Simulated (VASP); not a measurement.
Input of a VASP 6.6.1 run:

POSCAR

```
EuBrO
1.0
    4.1213098800      0.0000000000      0.0000000000
    0.0000000000      4.1213098800      0.0000000000
    0.0000000000      0.0000000000      7.2659395000
Eu O Br
2 2 2
Direct
    0.5000000000      0.0000000000      0.2058000000
    0.0000000000      0.5000000000      0.7942000000
    0.0000000000      0.0000000000      0.0000000000
    0.5000000000      0.5000000000      0.0000000000
    0.5000000000      0.0000000000      0.6497000000
    0.0000000000      0.5000000000      0.3503000000
```

File INCAR.step1:

```
PREC = Accurate ; ENCUT = 520
ISMEAR = 0 ; SIGMA = 0.05
LREAL = False ; LASPH = True
NELM = 150 ; ISPIN = 2
MAGMOM = 6 6 0 0 0 0 ; LMAXMIX = 6
LDAU = True ; LDAUTYPE = 1
LDAUL = 3 -1 -1 ; LDAUU = 4 0 0
LDAUJ = 0.7 0 0 ; NBANDS = 43
GGA = PE ; ALGO = Normal
EDIFF = 1E-4 ; LWAVE = True
LCHARG = False
```

File INCAR.step2:

```
PREC = Accurate ; ENCUT = 520
EDIFF = 1E-6 ; ISMEAR = 0
SIGMA = 0.05 ; LREAL = False
LASPH = True ; NELM = 150
ALGO = Normal ; ISIF = 2
LWAVE = False ; LCHARG = False
ISPIN = 2 ; MAGMOM = 6 6 0 0 0 0
LORBIT = 11 ; LMAXMIX = 6
LDAU = True ; LDAUTYPE = 1
LDAUL = 3 -1 -1 ; LDAUU = 4 0 0
LDAUJ = 0.7 0 0 ; LDAUPRINT = 1
METAGGA = R2SCAN ; LMIXTAU = True
NBANDS = 43 ; ISTART = 1
```

The input KPOINTS:

```
Automatic mesh
0
Gamma
  5 5 3
```

Potentials or basis: VASP PAW PBE potentials, release 64 (Eu, O, Br).

Command:

```console
$ cat potpaw_PBE.64/Eu/POTCAR potpaw_PBE.64/O/POTCAR potpaw_PBE.64/Br/POTCAR > POTCAR
$ cp INCAR.step1 INCAR
$ mpirun -np 1 vasp_std > vasp.out
$ cp INCAR.step2 INCAR
$ mpirun -np 1 vasp_std > vasp.out
```

**Question.** Predict the net moment.

**Answer.** 12.00 μB per cell.

**Question.** Predict the pressure.

**Answer.** -6.6 GPa.

**Question.** Predict the site moments.

**Answer.** Eu +6.09; O -0.34; Br -0.03 μB.

**Question.** Predict the largest force.

**Answer.** 3.776 eV/Å.

Stress tensor (GPa, compression positive):
```
-5.35  0.00  0.00
 0.00 -5.35  0.00
 0.00  0.00 -9.10
```

Caveat: the cell stands under tension; the PAW data sets were made with another functional, which shifts forces and pressure a little. The state reached can hang on the start; a lower one may exist.
